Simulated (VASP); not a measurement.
# Pd (P6/mmm) in VASP: notebook

Pd is run at these levels: r2SCAN; tasks: single point, relaxation of cell and atoms.

Everything below comes from runs of VASP 6.6.1. Logs are shortened: lines on timing, memory, paths and dates and some standing lists are left out, and cuts for length are marked.

## (1) The cell of the first run

Symmetry: P6/mmm, No. 191, hexagonal system. The conventional cell has a = 4.453 Å, b = 4.453 Å, c = 2.667 Å, α = 90.00°, β = 90.00°, γ = 120.00°. Within 3.5 Å of Pd (site symmetry 6/mmm) lie 14 Pd at 2.67 to 2.90 Å. Within 3.4 Å of Pd (site symmetry -6m2) lie 11 Pd at 2.57 to 2.90 Å.

## (2) Single point, r2SCAN

Input file POSCAR:

```
Pd
1.0
    4.4534812629      0.0000000000      0.0000000000
   -2.2267406315      3.8568279089      0.0000000000
    0.0000000000      0.0000000000      2.6674552684
Pd
3
Direct
    0.0000000000      0.0000000000      0.0000000000
    0.3333333333      0.6666666667      0.5000000000
    0.6666666667      0.3333333333      0.5000000000
```

Input file INCAR.step1:

```
SYSTEM = Pd
  PREC = Accurate
  ENCUT = 550
  ISMEAR = 0
  SIGMA = 0.1
  LREAL = .FALSE.
  LASPH = .TRUE.
  NELM = 120
  NBANDS = 22
  GGA = PE
  ALGO = Normal
  EDIFF = 1E-5
  LWAVE = .TRUE.
  LCHARG = .FALSE.
  GGA_COMPAT = .FALSE.
```

Input file INCAR.step2:

```
SYSTEM = Pd
  PREC = Accurate
  ENCUT = 550
  EDIFF = 1E-6
  ISMEAR = 0
  SIGMA = 0.1
  LREAL = .FALSE.
  LASPH = .TRUE.
  NELM = 120
  ALGO = Normal
  ISIF = 2
  LWAVE = .FALSE.
  LCHARG = .TRUE.
  METAGGA = R2SCAN
  LMIXTAU = .TRUE.
  LELF = .TRUE.
  LVHAR = .TRUE.
  NBANDS = 22
  ISTART = 1
  GGA_COMPAT = .FALSE.
```

Input file KPOINTS:

```
regular mesh
0
G
  6 6 6
  0 0 0
```

Potentials or basis: VASP PAW PBE potentials, release 64 (Pd).

On the command line:

```console
$ cat potpaw_PBE.64/Pd/POTCAR > POTCAR
$ cp INCAR.step1 INCAR
$ mpirun -np 1 vasp_std > vasp.out
$ cp INCAR.step2 INCAR
$ mpirun -np 1 vasp_std > vasp.out
```

OUTCAR:

```text
SYSTEM = Pd
   PREC = Accurate
   ENCUT = 550
   EDIFF = 1E-6
   ISMEAR = 0
   LREAL = .FALSE.
   LASPH = .TRUE.
   NELM = 120
   ISIF = 2
   METAGGA = R2SCAN
   ISTART = 1

 ion  position               nearest neighbor table
   1  0.000  0.000  0.000-   2 2.90   3 2.90   2 2.90   3 2.90   2 2.90   2 2.90   3 2.90   3 2.90
                             3 2.90   3 2.90   2 2.90   2 2.90
   2  0.333  0.667  0.500-   3 2.57   3 2.57   3 2.57   1 2.90   1 2.90   1 2.90   1 2.90   1 2.90
                             1 2.90
   3  0.667  0.333  0.500-   2 2.57   2 2.57   2 2.57   1 2.90   1 2.90   1 2.90   1 2.90   1 2.90
                             1 2.90

  LATTYP: Found a hexagonal cell.
 ALAT       =     4.4534812629
 C/A-ratio  =     0.5989595804

  Lattice vectors:

 A1 = (   4.4534812629,   0.0000000000,   0.0000000000)
 A2 = (  -2.2267406315,   3.8568279089,   0.0000000000)
 A3 = (   0.0000000000,   0.0000000000,   2.6674552684)

Analysis of symmetry for initial positions (statically):
=====================================================================
 Subroutine PRICEL returns:
 Original cell was already a primitive cell.

 Routine SETGRP: Setting up the symmetry group for a
 hexagonal supercell.

 Subroutine GETGRP returns: Found 24 space group operations
 (whereof 24 operations were pure point group operations)
 out of a pool of 24 trial point group operations.

The static configuration has the point symmetry D_6h.

Analysis of symmetry for dynamics (positions and initial velocities):
=====================================================================
 Subroutine PRICEL returns:
 Original cell was already a primitive cell.

 Routine SETGRP: Setting up the symmetry group for a
 hexagonal supercell.

 Subroutine GETGRP returns: Found 24 space group operations
 (whereof 24 operations were pure point group operations)
 out of a pool of 24 trial point group operations.

The dynamic configuration has the point symmetry D_6h.

 Subroutine INISYM returns: Found 24 space group operations
 (whereof 24 operations are pure point group operations),
 and found     1 'primitive' translations

----------------------------------------------------------------------------------------

                                     Primitive cell

  volume of cell :      45.8170

  direct lattice vectors                    reciprocal lattice vectors
     4.453481263  0.000000000  0.000000000     0.224543439  0.129640215  0.000000000
    -2.226740631  3.856827909  0.000000000     0.000000000  0.259280430  0.000000000
     0.000000000  0.000000000  2.667455268     0.000000000  0.000000000  0.374889136

  length of vectors
     4.453481263  4.453481263  2.667455268     0.259280430  0.259280430  0.374889136

  position of ions in fractional coordinates (direct lattice)
     0.000000000  0.000000000  0.000000000
     0.333333333  0.666666667  0.500000000
     0.666666667  0.333333333  0.500000000

  ion indices of the primitive-cell ions
   primitive index   ion index
                 1           1
                 2           2
                 3           3

----------------------------------------------------------------------------------------

 KPOINTS: regular mesh

Automatic generation of k-mesh.
 Grid dimensions read from file:
 generate k-points for:    6    6    6

 Generating k-lattice:

  Cartesian coordinates                     Fractional coordinates (reciprocal lattice)
     0.037423907  0.021606703  0.000000000     0.166666667  0.000000000  0.000000000
     0.000000000  0.043213405  0.000000000     0.000000000  0.166666667  0.000000000
     0.000000000  0.000000000  0.062481523     0.000000000  0.000000000  0.166666667

  Length of vectors
     0.043213405  0.043213405  0.062481523

  Shift w.r.t. Gamma in fractional coordinates (k-lattice)
     0.000000000  0.000000000  0.000000000

 Subroutine IBZKPT returns following result:
 ===========================================

 Found     28 irreducible k-points:

 Following reciprocal coordinates:
[... 46 lines left out ...]
 Fermi energy:         8.9981828020

 k-point     1 :       0.0000    0.0000    0.0000
  band No.  band energies     occupation
      1       2.1456      2.00000
      2       3.9895      2.00000
      3       5.5836      2.00000
      4       5.8484      2.00000
      5       5.8484      2.00000
      6       5.9098      2.00000
[... 14 lines left out ...]
     21      17.6471      0.00000
     22      18.0153      0.00000

 k-point     2 :       0.1667   -0.0000    0.0000
  band No.  band energies     occupation
      1       2.4950      2.00000
      2       4.0959      2.00000
      3       4.9786      2.00000
      4       5.3722      2.00000
      5       5.4313      2.00000
      6       5.8257      2.00000
[... 14 lines left out ...]
     21      19.6213      0.00000
     22      20.7590      0.00000

 k-point     3 :       0.3333   -0.0000    0.0000
  band No.  band energies     occupation
      1       3.4053      2.00000
      2       4.0790      2.00000
      3       4.5606      2.00000
      4       5.1132      2.00000
      5       5.2033      2.00000
      6       5.5815      2.00000
[... 14 lines left out ...]
     21      22.3589      0.00000
     22      23.9868      0.00000

 k-point     4 :       0.5000    0.0000    0.0000
  band No.  band energies     occupation
      1       3.7734      2.00000
      2       4.3920      2.00000
      3       4.4990      2.00000
      4       5.0699      2.00000
      5       5.2082      2.00000
      6       5.2185      2.00000
[... 14 lines left out ...]
     21      25.0043      0.00000
     22      25.0054      0.00000

 k-point     5 :       0.1667    0.1667    0.0000
  band No.  band energies     occupation
      1       3.1155      2.00000
      2       4.1965      2.00000
      3       4.6845      2.00000
      4       4.7200      2.00000
      5       5.3635      2.00000
      6       5.7883      2.00000
[... 417 lines left out ...]
 k-point    22 :       0.0000    0.0000    0.5000
  band No.  band energies     occupation
      1       4.1189      2.00000
      2       4.1189      2.00000
      3       4.5436      2.00000
      4       4.5436      2.00000
      5       5.0828      2.00000
      6       6.6129      2.00000
[... 14 lines left out ...]
     21      20.7094      0.00000
     22      20.8977      0.00000

 k-point    23 :       0.1667   -0.0000    0.5000
  band No.  band energies     occupation
      1       4.1948      2.00000
      2       4.2064      2.00000
      3       4.2807      2.00000
      4       4.6045      2.00000
      5       5.7051      2.00000
      6       5.7179      2.00000
[... 14 lines left out ...]
     21      19.8285      0.00000
     22      20.6949      0.00000

 k-point    24 :       0.3333   -0.0000    0.5000
  band No.  band energies     occupation
      1       4.1765      2.00000
      2       4.3571      2.00000
      3       4.4154      2.00000
      4       4.7179      2.00000
      5       5.5797      2.00000
      6       5.7145      2.00000
[... 14 lines left out ...]
     21      19.1256      0.00000
     22      20.8886      0.00000

 [... further k-points ...]
[... 5 lines left out ...]
  --------------------------------------------------------------------------------------
  -------------------------------------------------------------------------------------
  Total        0.1071883      0.1071883      0.1287069     -0.0000000      0.0000000     -0.0000000
  in kB        3.7482712      3.7482712      4.5007544     -0.0000000      0.0000000     -0.0000000
  external PRESSURE =       3.9990989 kB  Pullay stress =       0.0000000 kB

 VOLUME and BASIS-vectors are now :
 -----------------------------------------------------------------------------
  energy-cutoff  :      550.00
  volume of cell :       45.82
      direct lattice vectors                 reciprocal lattice vectors
     4.453481263  0.000000000  0.000000000     0.224543439  0.129640215  0.000000000
    -2.226740631  3.856827909  0.000000000     0.000000000  0.259280430  0.000000000
     0.000000000  0.000000000  2.667455268     0.000000000  0.000000000  0.374889136

 POSITION                                       TOTAL-FORCE (eV/Angst)
 -----------------------------------------------------------------------------------
      0.00000      0.00000      0.00000         0.000000      0.000000      0.000000
     -0.00000      2.57122      1.33373         0.000000     -0.000000      0.000000
      2.22674      1.28561      1.33373        -0.000000      0.000000      0.000000
 -----------------------------------------------------------------------------------
    total drift:                                0.000000      0.000000     -0.000000

  FREE ENERGIE OF THE ION-ELECTRON SYSTEM (eV)
  ---------------------------------------------------
  free  energy   TOTEN  =       -68.5110340306 eV

  energy  without entropy=      -68.4750229497  energy(sigma->0) =      -68.49302849
```

It took 42 s on 1 thread of Intel Xeon 6975P-C (Granite Rapids), shared host; peak memory 0.18 GiB.

Results:

```
Free energy            : -68.5110 eV
Pressure               : 0.4 GPa
Band gap on the k mesh : zero (band 15 reaches 9.86 eV, above the bottom of band 16 at 8.80 eV)
```

Stress tensor (GPa, compression positive):
```
0.37 0.00 0.00
0.00 0.37 0.00
0.00 0.00 0.45
```

Caveat: the k points lie up to 0.39 Å⁻¹ apart; the PAW data sets were made with another functional, which shifts forces and pressure a little.

## (3) Single point, r2SCAN

This run uses another cell than the first one, of 17.46 Å³/atom, 1.143 times its volume.

Input file POSCAR:

```
Pd
1.0
    4.6208558455      0.0000000000      0.0000000000
   -2.3104279228      4.0017785495      0.0000000000
    0.0000000000      0.0000000000      2.8327855401
Pd
3
Direct
    0.0000000000      0.0000000000      0.0000000000
    0.3333333333      0.6666666667      0.5000000000
    0.6666666667      0.3333333333      0.5000000000
```

Input file INCAR.step1:

```
PREC = Accurate
ENCUT = 550
ISMEAR = 0
SIGMA = 0.1
LREAL = F
LASPH = T
NELM = 120
NBANDS = 22
GGA = PE
ALGO = Normal
EDIFF = 1E-5
LWAVE = T
LCHARG = F
GGA_COMPAT = F
```

Input file INCAR.step2:

```
PREC = Accurate
ENCUT = 550
EDIFF = 1E-6
ISMEAR = 0
SIGMA = 0.1
LREAL = F
LASPH = T
NELM = 120
ALGO = Normal
ISIF = 2
LWAVE = F
LCHARG = F
METAGGA = R2SCAN
LMIXTAU = T
NBANDS = 22
ISTART = 1
GGA_COMPAT = F
```

Input file KPOINTS:

```
Automatic mesh
0
Gamma
  6 6 6
```

Potentials or basis: VASP PAW PBE potentials, release 64 (Pd).

On the command line:

```console
$ cat potpaw_PBE.64/Pd/POTCAR > POTCAR
$ cp INCAR.step1 INCAR
$ mpirun -np 1 vasp_std > vasp.out
$ cp INCAR.step2 INCAR
$ mpirun -np 1 vasp_std > vasp.out
```

It took 47 s on 1 thread of Intel Xeon 6975P-C (Granite Rapids), shared host; peak memory 0.18 GiB.

It converged, with:

```yaml
Free_energy: -68.1316 eV
Pressure: -16.0 GPa
Band_gap_on_the_k_mesh: zero (band 15 reaches 7.60 eV, above the bottom of band 16 at 6.82 eV)
```

Stress tensor (GPa, compression positive):
```
-14.88   0.00   0.00
  0.00 -14.88   0.00
  0.00   0.00 -18.13
```

Levels at points of the mesh, in eV from the Fermi level:
```
           k point  band 12  band 13  band 14  band 15  band 16  band 17  band 18  band 19
(0.00, 0.00, 0.00)    -1.39    -1.25    -1.25     0.09     0.09     7.42     7.42     7.45
(0.50, 0.00, 0.00)    -0.33    -0.33    -0.32    -0.24     0.15     0.18     2.03     7.06
(0.00, 0.00, 0.50)    -0.35    -0.10    -0.10     0.58     2.17     2.77     9.38     9.96
(0.50, 0.00, 0.50)    -0.51    -0.27     0.07     0.36     3.09     3.20     6.12     6.21
```

Caveat: the k points lie up to 0.37 Å⁻¹ apart; the PAW data sets were made with another functional, which shifts forces and pressure a little.

## (4) Relaxation of cell and atoms, r2SCAN

This run uses another cell than the first one, of 17.46 Å³/atom, 1.143 times its volume.

POSCAR is that of step 3.

Input file INCAR.step1:

```
  PREC = Accurate
  ENCUT = 550
  ISMEAR = 0
  SIGMA = 0.1
  LREAL = F
  LASPH = T
  NELM = 120
  GGA = PE
  ALGO = Normal
  EDIFF = 1E-5
  LWAVE = T
  LCHARG = F
  GGA_COMPAT = F
  IBRION = 2
  ISIF = 3
  EDIFFG = -0.005
  NELMIN = 4
  NSW = 100
```

Input file INCAR.step2:

```
  PREC = Accurate
  ENCUT = 550
  EDIFF = 1E-7
  ISMEAR = 0
  SIGMA = 0.1
  LREAL = F
  LASPH = T
  NELM = 120
  ALGO = Normal
  ISIF = 3
  LWAVE = F
  LCHARG = F
  METAGGA = R2SCAN
  LMIXTAU = T
  IBRION = 2
  NSW = 90
  EDIFFG = -0.04
  ISTART = 1
  GGA_COMPAT = F
  NELMIN = 4
```

KPOINTS is that of step 3.

On the command line:

```console
$ cat potpaw_PBE.64/Pd/POTCAR > POTCAR
$ cp INCAR.step1 INCAR
$ mpirun -np 1 vasp_std > vasp.out
$ cp INCAR.step2 INCAR
$ mpirun -np 1 vasp_std > vasp.out
```

Run time: 6.6 min. Hardware: 1 thread of Intel Xeon 6975P-C (Granite Rapids), shared host; peak memory 0.2 GiB.

The run converged. Its results:

```
Free energy                            : -68.5150 eV
Relaxed volume                         : 15.31 Å³/atom
Relaxed cell                           : a = 4.456 Å, b = 4.456 Å, c = 2.670 Å, α = 90.00°, β = 90.00°, γ = 120.00°
Space group after relaxing (to 0.05 Å) : P6/mmm (No. 191)
Energy gained by relaxing              : 127.8 meV/atom
Ionic steps                            : 9
Pressure after relaxing                : 0.0 GPa
Band gap on the k mesh                 : zero (band 15 reaches 9.81 eV, above the bottom of band 16 at 8.77 eV)
```

The path:
```csv
step,energy change (eV),largest force (eV/Å),pressure (GPa),volume (Å³)
1,0.0000,0.0000,-15.96,52.38
2,0.1272,0.0000,33.30,40.27
3,-0.3783,0.0000,-0.42,46.05
4,-0.3786,0.0000,0.04,45.93
5,-0.3785,0.0000,0.52,45.81
6,-0.3831,0.0000,0.49,45.80
7,-0.3833,0.0000,0.48,45.80
8,-0.3832,0.0000,-0.56,46.07
9,-0.3834,0.0000,0.02,45.92
```

Final structure:
```
Pd
1.0
     4.45626    0.00000    0.00000
    -2.22813    3.85923    0.00000
     0.00000    0.00000    2.67012
Pd
3
Direct
  0.00000 0.00000 0.00000
  0.33333 0.66667 0.50000
  0.66667 0.33333 0.50000
```

Levels at points of the mesh, in eV from the Fermi level:
```tsv
k point	band 11	band 12	band 13	band 14	band 15	band 16	band 17	band 18	band 19
(0.00, 0.00, 0.00)	-1.56	-1.56	-1.44	-1.44	0.16	0.16	7.91	7.91	7.95
(0.50, 0.00, 0.00)	-1.29	-0.47	-0.33	-0.31	-0.26	0.07	0.24	1.70	7.94
(0.00, 0.00, 0.50)	-0.47	-0.47	-0.14	-0.14	0.85	2.57	3.41	9.99	10.67
(0.50, 0.00, 0.50)	-0.68	-0.63	-0.38	0.14	0.53	3.29	3.50	6.89	7.36
```

Caveat: the k points lie up to 0.39 Å⁻¹ apart in the final cell; the PAW data sets were made with another functional, which shifts forces and pressure a little.

## (5) Single point, r2SCAN

Input file POSCAR:

```
Pd
1.0
    4.4709171967      0.0000000000      0.0000000000
   -2.2354585984      3.8719278705      0.0000000000
    0.0000000000      0.0000000000      2.6448190641
Pd
3
Direct
    0.0000000000      0.0000000000      0.0000000000
    0.3333333333      0.6666666667      0.5000000000
    0.6666666667      0.3333333333      0.5000000000
```

Input file INCAR.step1:

```
ALGO     = Normal         # electronic algorithm
EDIFF    = 1E-5           # SCF threshold, eV
ENCUT    = 550            # plane-wave cutoff, eV
GGA      = PE             # functional
GGA_COMPAT= F            
ISMEAR   = 0              # smearing method
LASPH    = T              # aspherical terms in the spheres
LCHARG   = F              # write CHGCAR
LREAL    = F              # projectors in reciprocal space
LWAVE    = T              # write WAVECAR
NBANDS   = 22             # bands
NELM     = 120            # most SCF steps
PREC     = Accurate       # precision mode
SIGMA    = 0.1            # smearing width, eV
```

Input file INCAR.step2:

```
ALGO     = Normal         # electronic algorithm
EDIFF    = 1E-6           # SCF threshold, eV
ENCUT    = 550            # plane-wave cutoff, eV
GGA_COMPAT= F            
ISIF     = 2              # what is computed and relaxed
ISMEAR   = 0              # smearing method
ISTART   = 1            
LASPH    = T              # aspherical terms in the spheres
LCHARG   = F              # write CHGCAR
LMIXTAU  = T            
LREAL    = F              # projectors in reciprocal space
LWAVE    = F              # write WAVECAR
METAGGA  = R2SCAN         # meta-GGA
NBANDS   = 22             # bands
NELM     = 120            # most SCF steps
PREC     = Accurate       # precision mode
SIGMA    = 0.1            # smearing width, eV
```

Input file KPOINTS:

```
k-points
0
Gamma
  12 12 18
```

On the command line:

```console
$ cat potpaw_PBE.64/Pd/POTCAR > POTCAR
$ cp INCAR.step1 INCAR
$ mpirun -np 1 vasp_std > vasp.out
$ cp INCAR.step2 INCAR
$ mpirun -np 1 vasp_std > vasp.out
```

Wall time 4.1 min (1 thread of Intel Xeon 6975P-C (Granite Rapids), shared host); peak memory 0.28 GiB.

It converged, with:

```
Free energy            : -68.5277 eV
Pressure               : 0.5 GPa
Band gap on the k mesh : zero (band 15 reaches 9.85 eV, above the bottom of band 16 at 8.83 eV)
```

Stress tensor (GPa, compression positive):
```
0.46 0.00 0.00
0.00 0.46 0.00
0.00 0.00 0.67
```

Levels at points of the mesh, in eV from the Fermi level:
| k point | band 12 | band 13 | band 14 | band 15 | band 16 | band 17 | band 18 | band 19 |
| --- | --- | --- | --- | --- | --- | --- | --- | --- |
| (0.00, 0.00, 0.00) | -1.59 | -1.41 | -1.41 | 0.12 | 0.12 | 7.80 | 7.80 | 7.83 |
| (0.50, 0.00, 0.00) | -0.49 | -0.38 | -0.35 | -0.26 | -0.01 | 0.21 | 1.60 | 7.82 |
| (0.00, 0.00, 0.50) | -0.49 | -0.19 | -0.19 | 0.80 | 2.66 | 3.50 | 9.91 | 10.64 |
| (0.50, 0.00, 0.50) | -0.67 | -0.45 | 0.16 | 0.48 | 3.25 | 3.55 | 6.90 | 7.45 |

Caveat: the PAW data sets were made with another functional, which shifts forces and pressure a little.

## (6) The runs side by side

```csv
task,cell,k mesh,gap on the mesh (eV),pressure (GPa)
single point,"a = 4.453, b = 4.453, c = 2.667 Å, angles 90.0, 90.0, 120.0°, 3 atoms",6 × 6 × 6,none,0.4
single point,"a = 4.621, b = 4.621, c = 2.833 Å, angles 90.0, 90.0, 120.0°, 3 atoms",6 × 6 × 6,none,-16.0
relaxation of cell and atoms,"relaxed from a = 4.621, b = 4.621, c = 2.833 Å, angles 90.0, 90.0, 120.0°, 3 atoms",6 × 6 × 6,none,0.0
single point,"a = 4.471, b = 4.471, c = 2.645 Å, angles 90.0, 90.0, 120.0°, 3 atoms",12 × 12 × 18,none,0.5
```

Alike in all rows: level r2SCAN; potentials or basis VASP PAW PBE potentials, release 64 (Pd); no spin polarisation; cutoff (eV) 550; smearing gaussian 0.1 eV.

Caveats: some runs use coarse meshes; the PAW data sets were made with another functional, which shifts forces and pressure a little.

Absolute energies hang on the potentials; compare differences alone.
